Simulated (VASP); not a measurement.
Ga: single point with PBE

Ga:

```xyz
4
Lattice="2.9941 0.0000 0.0000 -1.4970 2.5929 0.0000 0.0000 0.0000 9.7758" Properties=species:S:1:pos:R:3 pbc="T T T"
Ga    2.9941    0.0000    9.7758
Ga    2.9941    0.0000    4.8879
Ga    0.0000    1.7286    2.4439
Ga    1.4970    0.8643    7.3318
```

This isn't the form of Ga at room conditions, which is orthorhombic.

```yaml
Program: VASP 6.6.1
Task: single point
Functional: PBE
Potentials_or_basis: VASP PAW PBE potentials, release 64 (Ga_d)
Cutoff: 520 eV
k_mesh: 14 × 14 × 4
Occupations: fermi-dirac, width 0.1 eV
Spin: no spin polarisation
```

```json
{"Pressure": "0.1 GPa", "Band gap on the k mesh": "zero (bands 26 and 27 overlap by 5.60 eV)"}
```

Stress tensor (GPa, compression positive):
```
-0.24  0.00  0.00
 0.00 -0.24  0.00
 0.00  0.00  0.87
```

Levels at points of the mesh, in eV from the Fermi level:
```csv
k point,band 24,band 25,band 26,band 27,band 28,band 29
"(0.00, 0.00, 0.00)",-4.96,-3.95,3.57,3.58,9.69,9.69
"(0.50, 0.00, 0.00)",-3.55,-3.48,-3.27,0.43,0.55,1.52
"(0.00, 0.00, 0.50)",-7.37,-0.77,-0.77,8.49,8.49,9.96
"(0.50, 0.00, 0.50)",-4.52,-1.83,-1.83,-1.39,-1.39,4.11
```

It took 71 s on 1 thread of Intel(R) Xeon(R) 6975P-C (Granite Rapids), with other jobs on the host, peak memory 0.28 GiB.
